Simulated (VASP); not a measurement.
# BeS (P6_3/mmc) in VASP: single point with HSE06

Aim: the single point of BeS with HSE06.

All numbers are computed with VASP 6.6.1; they aren't measurements. Logs are shortened: lines on timing, memory, paths and dates and some standing lists are left out, and cuts for length are marked.

### 1 The cell of the first run

The structure is hexagonal, space group P6_3/mmc (No. 194). The conventional cell has a = 3.300 Å, b = 3.300 Å, c = 4.999 Å, α = 90.00°, β = 90.00°, γ = 120.00°. Be (site symmetry -3m) has 6 S at 2.28 Å and 2 Be at 2.50 Å within 3.0 Å. S (site symmetry -6m2) has 6 Be at 2.28 Å within 3.0 Å.

### 2 Single point, HSE06 (uniaxial z strain -4.9%)

POSCAR reads:

```
BeS
1.0
    3.3002359560      0.0000000000      0.0000000000
   -1.6501179780      2.8580881764      0.0000000000
    0.0000000000      0.0000000000      4.9987672712
Be S
2 2
Direct
    0.0000000000      0.0000000000      0.0000000000
    0.0000000000      0.0000000000      0.5000000000
    0.3333333333      0.6666666667      0.2500000000
    0.6666666667      0.3333333333      0.7500000000
```

INCAR.step1 reads:

```
PREC = Accurate
ENCUT = 520
EDIFF = 1E-5
ISMEAR = 0
SIGMA = 0.01
LREAL = F
LASPH = T
NELM = 80
ALGO = Normal
ISIF = 2
LWAVE = T
LCHARG = F
GGA = PE
NBANDS = 16
```

INCAR.step2 reads:

```
PREC = Accurate
ENCUT = 520
EDIFF = 1E-6
ISMEAR = 0
SIGMA = 0.01
LREAL = F
LASPH = T
NELM = 80
ALGO = Normal
ISIF = 2
LWAVE = F
LCHARG = F
GGA = PE
LHFCALC = T
HFSCREEN = 0.2079
PRECFOCK = Normal
ISTART = 1
NBANDS = 16
```

KPOINTS reads:

```
Automatic mesh
0
Gamma
  6 6 4
```

Potentials or basis: VASP PAW PBE potentials, release 64 (Be, S).

The run is started by

```bash
$ cat potpaw_PBE.64/Be/POTCAR potpaw_PBE.64/S/POTCAR > POTCAR
$ cp INCAR.step1 INCAR
$ mpirun -np 1 vasp_std > vasp.out
$ cp INCAR.step2 INCAR
$ mpirun -np 1 vasp_std > vasp.out
```

OUTCAR:

```text
PREC = Accurate
   ENCUT = 520
   EDIFF = 1E-6
   ISMEAR = 0
   LREAL = F
   LASPH = T
   NELM = 80
   ISIF = 2
   GGA = PE
   LHFCALC = T
   HFSCREEN = 0.2079
   PRECFOCK = Normal
   ISTART = 1

 ion  position               nearest neighbor table
   1  0.000  0.000  0.000-   3 2.28   4 2.28   4 2.28   3 2.28   4 2.28   3 2.28
   2  0.000  0.000  0.500-   3 2.28   4 2.28   4 2.28   3 2.28   4 2.28   3 2.28
   3  0.333  0.667  0.250-   1 2.28   2 2.28   1 2.28   2 2.28   1 2.28   2 2.28
   4  0.667  0.333  0.750-   1 2.28   2 2.28   1 2.28   2 2.28   1 2.28   2 2.28

  LATTYP: Found a hexagonal cell.
 ALAT       =     3.3002359560
 C/A-ratio  =     1.5146696593

  Lattice vectors:

 A1 = (   3.3002359560,   0.0000000000,   0.0000000000)
 A2 = (  -1.6501179780,   2.8580881764,   0.0000000000)
 A3 = (   0.0000000000,   0.0000000000,   4.9987672712)

Analysis of symmetry for initial positions (statically):
=====================================================================
 Subroutine PRICEL returns:
 Original cell was already a primitive cell.

 Routine SETGRP: Setting up the symmetry group for a
 hexagonal supercell.

 Subroutine GETGRP returns: Found 24 space group operations
 (whereof 12 operations were pure point group operations)
 out of a pool of 24 trial point group operations.

The static configuration has the point symmetry D_3d.
 The point group associated with its full space group is D_6h.

Analysis of symmetry for dynamics (positions and initial velocities):
=====================================================================
 Subroutine PRICEL returns:
 Original cell was already a primitive cell.

 Routine SETGRP: Setting up the symmetry group for a
 hexagonal supercell.

 Subroutine GETGRP returns: Found 24 space group operations
 (whereof 12 operations were pure point group operations)
 out of a pool of 24 trial point group operations.

The dynamic configuration has the point symmetry D_3d.
 The point group associated with its full space group is D_6h.

 Subroutine INISYM returns: Found 24 space group operations
 (whereof 12 operations are pure point group operations),
 and found     1 'primitive' translations

----------------------------------------------------------------------------------------

                                     Primitive cell

  volume of cell :      47.1502

  direct lattice vectors                    reciprocal lattice vectors
     3.300235956  0.000000000  0.000000000     0.303008637  0.174942118  0.000000000
    -1.650117978  2.858088176  0.000000000     0.000000000  0.349884237  0.000000000
     0.000000000  0.000000000  4.998767271     0.000000000  0.000000000  0.200049321

  length of vectors
     3.300235956  3.300235956  4.998767271     0.349884237  0.349884237  0.200049321

  position of ions in fractional coordinates (direct lattice)
     0.000000000  0.000000000  0.000000000
     0.000000000  0.000000000  0.500000000
     0.333333333  0.666666667  0.250000000
     0.666666667  0.333333333  0.750000000

  ion indices of the primitive-cell ions
   primitive index   ion index
                 1           1
                 2           2
                 3           3
                 4           4

----------------------------------------------------------------------------------------

 KPOINTS: Automatic mesh

Automatic generation of k-mesh.
 Grid dimensions read from file:
 generate k-points for:    6    6    4

 Generating k-lattice:

  Cartesian coordinates                     Fractional coordinates (reciprocal lattice)
     0.050501440  0.029157020  0.000000000     0.166666667  0.000000000  0.000000000
     0.000000000  0.058314039  0.000000000     0.000000000  0.166666667  0.000000000
     0.000000000  0.000000000  0.050012330     0.000000000  0.000000000  0.250000000

  Length of vectors
     0.058314039  0.058314039  0.050012330

  Shift w.r.t. Gamma in fractional coordinates (k-lattice)
     0.000000000  0.000000000  0.000000000

 Subroutine IBZKPT returns following result:
 ===========================================

 Found     21 irreducible k-points:

 Following reciprocal coordinates:
            Coordinates               Weight
  0.000000  0.000000  0.000000      1.000000
  0.166667 -0.000000  0.000000      6.000000
  0.333333  0.000000  0.000000      6.000000
  0.500000  0.000000  0.000000      3.000000
  0.166667  0.166667  0.000000      6.000000
  0.333333  0.166667  0.000000     12.000000
[... 13 lines left out ...]
  0.333333  0.166667  0.500000     12.000000
  0.333333  0.333333  0.500000      2.000000
   k-points           NKPTS =     21   k-points in BZ     NKDIM =    144   number of bands    NBANDS=     16
   number of dos      NEDOS =    301   number of ions     NIONS =      4
   total plane-waves  NPLWV =  31360
   dimension x,y,z NGX =    28 NGY =   28 NGZ =   40
   dimension x,y,z NGXF=    56 NGYF=   56 NGZF=   80
   ions per type =               2   2
   NGX,Y,Z   is equivalent  to a cutoff of  14.10, 14.10, 13.30 a.u.
   NGXF,Y,Z  is equivalent  to a cutoff of  28.21, 28.21, 26.61 a.u.
 SYSTEM =  unknown system
   PREC   = accura    normal or accurate (medium, high low for compatibility)
   ISTART =      1    job   : 0-new  1-cont  2-samecut
   ICHARG =      0    charge: 1-file 2-atom 10-const
   ISPIN  =      1    spin polarized calculation?
   LNONCOLLINEAR =      F non collinear calculations
   LSORBIT =      F    spin-orbit coupling
   LASPH  =      T    aspherical Exc in radial PAW
   ENCUT  =  520.0 eV  38.22 Ry    6.18 a.u.   6.14  6.14  9.29*2*pi/ulx,y,z
   NELM   =     80;   NELMIN=  2; NELMDL=  0     # of ELM steps
   EDIFF  = 0.1E-05   stopping-criterion for ELM
   LREAL  =      F    real-space projection
   EDIFFG = 0.1E-04   stopping-criterion for IOM
   NSW    =      0    number of steps for IOM
   IBRION =     -1    ionic relax: 0-MD 1-quasi-New 2-CG
   NFREE  =      0    steps in history (QN), initial steepest desc. (CG)
   ISIF   =      2    stress and relaxation
   ISYM   =      3    0-nonsym 1-usesym 2-fastsym
   POTIM  = 0.5000    time-step for ionic-motion
   TEBEG  =    0.0;   TEEND  =   0.0 temperature during run
   PSTRESS=    0.0 pullay stress
   NELECT =      16.0000    total number of electrons
   NUPDOWN=      -1.0000    fix difference up-down
   EMIN   =  10.00;   EMAX   =-10.00  energy-range for DOS
   EFERMI =   0.00;   METHOD = LEGACY
   ISMEAR =     0;   SIGMA  =   0.01  broadening in eV -4-tet -1-fermi 0-gaus
   EFERMI_NEDOS =   21; number of points for ismear=-14 and -15
   IALGO  =     38    algorithm
   IMIX   =      1    mixing-type and parameters
     AMIX     =   0.40;   BMIX     =  1.00
     AMIX_MAG =   1.60;   BMIX_MAG =  1.00
  volume/ion in A,a.u.               =      11.79        79.55
  Fermi-wavevector in a.u.,A,eV,Ry     =   1.141880  2.157840 17.740487  1.303889
  Thomas-Fermi vector in A             =   2.278579
   LORBIT       =      0    0 simple, 1 ext, 2 COOP (PROOUT), +10 PAW based schemes
   GGA     = PE    functional components
   LHFCALC =     T    Hartree Fock is set to
   PRECFOCK=normal    Normal, Fast or Accurate (Low or Medium for compatibility)
   ENCUT4O =  -1.0   cutoff for four orbital integrals eV
   NKREDX  =     1    reduce k-point grid by
   NKREDY  =     1    reduce k-point grid by
   NKREDZ  =     1    reduce k-point grid by
   AEXX    =    0.2500 exact exchange contribution
   HFSCREEN=    0.2079 screening length (either q_TF or 0.3 A-1)
   HFSCREENC=   0.2079 screening length for correlation (either q_TF or 0.3 A-1)
   ENCUTFOCK=  -1.0 apply spherical cutoff to Coloumb kernel
   IVDW    =     0    specifies the selected vdW correction
   LEPSILON=     F    determine dielectric tensor
   LRPA    =     F    only Hartree local field effects (RPA)
 non-spin polarized calculation
 Gauss-broadening in eV      SIGMA  =   0.01
  energy-cutoff  :      520.00
  volume of cell :       47.15
 maximum number of plane-waves:      1284
 NGX is ok and might be reduce to    28
  NGX = 20; NGY = 20; NGZ = 28

 number of electron      16.0000000 magnetization

 Free energy of the ion-electron system (eV)
  ---------------------------------------------------
  ext. energy  EPLUGINS =         0.00000000
  ---------------------------------------------------
  free energy    TOTEN  =       -20.49448309 eV

  energy without entropy =      -20.49448309  energy(sigma->0) =      -20.49448309

 E-fermi :   7.4843     XC(G=0):  -8.9217

 val. band max:        7.3557224065   @ k =   0.0000   0.0000   0.0000
 cond. band min:       9.1936218423   @ k =   0.3333   0.3333   0.0000
 fundamental gap:      1.8378994357
 Fermi energy:         7.4842823942

 k-point     1 :       0.0000    0.0000    0.0000
  band No.  band energies     occupation
      1     -10.4381      2.00000
      2      -7.3530      2.00000
      3      -1.3250      2.00000
      4       5.5695      2.00000
      5       5.5695      2.00000
      6       5.6100      2.00000
[... 8 lines left out ...]
     15      17.2329      0.00000
     16      17.2632      0.00000

 k-point     2 :       0.1667   -0.0000    0.0000
  band No.  band energies     occupation
      1     -10.0423      2.00000
      2      -7.0677      2.00000
      3      -0.9351      2.00000
      4       2.7047      2.00000
      5       4.0871      2.00000
      6       4.5820      2.00000
[... 8 lines left out ...]
     15      15.7842      0.00000
     16      17.7878      0.00000

 k-point     3 :       0.3333    0.0000    0.0000
  band No.  band energies     occupation
      1      -8.9522      2.00000
      2      -6.5574      2.00000
      3      -0.1354      2.00000
      4       0.1626      2.00000
      5       1.8726      2.00000
      6       2.9108      2.00000
[... 8 lines left out ...]
     15      17.6479      0.00000
     16      18.4014      0.00000

 k-point     4 :       0.5000    0.0000    0.0000
  band No.  band energies     occupation
      1      -7.9387      2.00000
      2      -6.6907      2.00000
      3      -0.8110      2.00000
      4       0.1817      2.00000
      5       1.1945      2.00000
      6       2.4883      2.00000
[... 8 lines left out ...]
     15      19.7352      0.00000
     16      20.5985      0.00000

 k-point     5 :       0.1667    0.1667    0.0000
  band No.  band energies     occupation
      1      -9.2912      2.00000
      2      -6.6495      2.00000
      3      -0.1788      2.00000
      4       1.1978      2.00000
      5       1.2598      2.00000
      6       4.6484      2.00000
[... 8 lines left out ...]
     15      18.4341      0.00000
     16      18.4560      0.00000

 k-point     6 :       0.3333    0.1667    0.0000
  band No.  band energies     occupation
      1      -8.0518      2.00000
      2      -6.5389      2.00000
      3      -0.6965      2.00000
      4       0.5404      2.00000
      5       1.1410      2.00000
      6       2.2816      2.00000
[... 8 lines left out ...]
     15      18.1560      0.00000
     16      19.6756      0.00000
[... 210 lines left out ...]
 k-point    18 :       0.5000    0.0000    0.5000
  band No.  band energies     occupation
      1      -7.2600      2.00000
      2      -7.2600      2.00000
      3      -1.4803      2.00000
      4      -1.4803      2.00000
      5       3.7889      2.00000
      6       3.7889      2.00000
[... 8 lines left out ...]
     15      18.8166      0.00000
     16      18.8166      0.00000

 k-point    19 :       0.1667    0.1667    0.5000
  band No.  band energies     occupation
      1      -8.2373      2.00000
      2      -8.2373      2.00000
      3       1.0506      2.00000
      4       1.0506      2.00000
      5       2.7971      2.00000
      6       2.7971      2.00000
[... 8 lines left out ...]
     15      17.3526      0.00000
     16      17.3526      0.00000

 k-point    20 :       0.3333    0.1667    0.5000
  band No.  band energies     occupation
      1      -7.3007      2.00000
      2      -7.3007      2.00000
      3      -0.8256      2.00000
      4      -0.8256      2.00000
      5       1.7776      2.00000
      6       1.7776      2.00000
[... 8 lines left out ...]
     15      18.2548      0.00000
     16      18.2548      0.00000

 k-point    21 :       0.3333    0.3333    0.5000
  band No.  band energies     occupation
      1      -6.9127      2.00000
      2      -6.9127      2.00000
      3      -0.2772      2.00000
      4      -0.2772      2.00000
      5      -0.2233      2.00000
      6      -0.2233      2.00000
[... 8 lines left out ...]
     15      18.2085      0.00000
     16      18.2085      0.00000

------------------------ aborting loop because EDIFF is reached ----------------------------------------

  FORCE on cell =-STRESS in cart. coord.  units (eV):
  Direction    XX          YY          ZZ          XY          YZ          ZX
  --------------------------------------------------------------------------------------
  -------------------------------------------------------------------------------------
  Total        0.1524003      0.1524003      3.2223294      0.0000000      0.0000000      0.0000000
  in kB        5.1786058      5.1786058    109.4956787      0.0000000      0.0000000      0.0000000
  external PRESSURE =      39.9509634 kB  Pullay stress =       0.0000000 kB

 VOLUME and BASIS-vectors are now :
 -----------------------------------------------------------------------------
  energy-cutoff  :      520.00
  volume of cell :       47.15
      direct lattice vectors                 reciprocal lattice vectors
     3.300235956  0.000000000  0.000000000     0.303008637  0.174942118  0.000000000
    -1.650117978  2.858088176  0.000000000     0.000000000  0.349884237  0.000000000
     0.000000000  0.000000000  4.998767271     0.000000000  0.000000000  0.200049321

 POSITION                                       TOTAL-FORCE (eV/Angst)
 -----------------------------------------------------------------------------------
      0.00000      0.00000      0.00000         0.000000     -0.000000      0.000000
      0.00000      0.00000      2.49938         0.000000     -0.000000      0.000000
     -0.00000      1.90539      1.24969         0.000000      0.000000      0.000000
      1.65012      0.95270      3.74908        -0.000000     -0.000000     -0.000000
 -----------------------------------------------------------------------------------
    total drift:                               -0.000001     -0.000000      0.000000

  FREE ENERGIE OF THE ION-ELECTRON SYSTEM (eV)
  ---------------------------------------------------
  free  energy   TOTEN  =       -20.4944830940 eV

  energy  without entropy=      -20.4944830940  energy(sigma->0) =      -20.49448309
```

It took 16 min on 1 thread of Intel Xeon 6975P-C (Granite Rapids), shared host; peak memory 0.28 GiB.

What came out:

```yaml
Free_energy: -20.4945 eV
Pressure: 4.0 GPa
Band_gap_on_the_k_mesh: 1.84 eV (least direct gap 3.39 eV)
```

Stress tensor (GPa, compression positive):
```
 0.52  0.00  0.00
 0.00  0.52  0.00
 0.00  0.00 10.95
```

Levels at points of the mesh, in eV from the valence-band top:
```
           k point  band 6  band 7  band 8  band 9  band 10  band 11
(0.00, 0.00, 0.00)   -1.75   -1.75    0.00    3.39     5.45     6.21
(0.50, 0.00, 0.00)   -4.87   -3.49   -1.27    3.02     4.23     4.24
(0.00, 0.00, 0.50)   -1.65   -1.65   -1.65    4.47     4.47     5.33
(0.50, 0.00, 0.50)   -3.57   -2.91   -2.91    4.01     4.01     4.85
```

Caveat: the cell differs from its parent crystal (uniaxial z strain -4.9%); the stress differs along the axes, from 1 to 11 GPa; the PAW data sets were made with another functional, which shifts forces and pressure a little.
